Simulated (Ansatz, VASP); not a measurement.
## One calculation of GaSb4, two programs

```xyz
5
Lattice="4.5054 0.0000 0.0000 0.0000 4.5054 0.0000 0.0000 0.0000 7.8311" Properties=species:S:1:pos:R:3 pbc="T T T"
Ga    2.2527    2.2527    0.0000
Sb    0.0000    2.2527    5.6918
Sb    2.2527    0.0000    5.6918
Sb    0.0000    2.2527    2.1393
Sb    2.2527    0.0000    2.1393
```

Alike in both runs: task relaxation of cell and atoms; functional PBE; k mesh 4 × 4 × 2; occupations gaussian, width 0.1 eV; no spin polarisation.

|  | VASP | Ansatz |
| --- | --- | --- |
| version | VASP 6.6.1 | Ansatz 0.2.0 |
| potentials or method | VASP PAW PBE potentials, release 64 (Ga_d, Sb), cutoff 600 eV | scalar-relativistic, plane waves, PAW |
| valence electrons in the cell | 33 | 73 |

```csv
,VASP,Ansatz,Ansatz less VASP
"gap on the k mesh at the Fermi level, each at its own relaxed structure (eV)",none,none,-
relaxed volume (Å³/atom),29.55,29.56,+0.015
relaxed length of the cell vector where the two differ most in proportion (Å),7.349,7.344,-0.0049
```

A gap of «none» marks a metal or a gap that the smearing closes. VASP's potentials hold 33 valence electrons a cell and Ansatz's 73, so a difference there can come from the potentials and not from the codes.

The k mesh is coarse, so the values compare programs but aren't converged. Spin-orbit coupling is off throughout.
